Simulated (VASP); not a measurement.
A run of VASP 6.6.1 is set up as follows.

The input INCAR:

```
SYSTEM = Al2Ru
PREC = Accurate
ENCUT = 520
EDIFF = 1E-7
ISMEAR = 0
SIGMA = 0.1
LREAL = .False.
LASPH = .True.
NELM = 100
ALGO = Fast
ISIF = 2
LWAVE = .False.
LCHARG = .False.
GGA = PS
NBANDS = 29
```

The input KPOINTS:

```
regular mesh
0
Gamma
  12 12 4
  0 0 0
```

Contents of POSCAR:

```
Al2Ru
1.0
    3.0277170303      0.0000000000      0.0000000000
    0.0000000000      3.0277170303      0.0000000000
    0.0000000000      0.0000000000      8.1704110268
Al Ru
4 2
Direct
    0.5000000000      0.5000000000      0.1607499353
    0.0000000000      0.0000000000      0.3392500647
    0.0000000000      0.0000000000      0.6607499353
    0.5000000000      0.5000000000      0.8392500647
    0.0000000000      0.0000000000      0.0000000000
    0.5000000000      0.5000000000      0.5000000000
```

Potentials or basis: VASP PAW PBE potentials, release 64 (Al, Ru_pv).

Run with:

```bash
$ cat potpaw_PBE.64/Al/POTCAR potpaw_PBE.64/Ru_pv/POTCAR > POTCAR
$ mpirun -np 1 vasp_std > vasp.out
```

What does it give for the band gap on the k mesh?

Zero (bands 20 and 21 overlap by 0.14 eV).

Estimate the pressure.

20.0 GPa.

Stress tensor (GPa, compression positive):
```
20.22  0.00  0.00
 0.00 20.22  0.00
 0.00  0.00 19.70
```

Caveat: the cell differs from its parent crystal (equal strain along all axes, cell held: -3.0 %, then relaxed in part); the cell stands under pressure; the PAW data sets were made with another functional, which shifts forces and pressure a little.
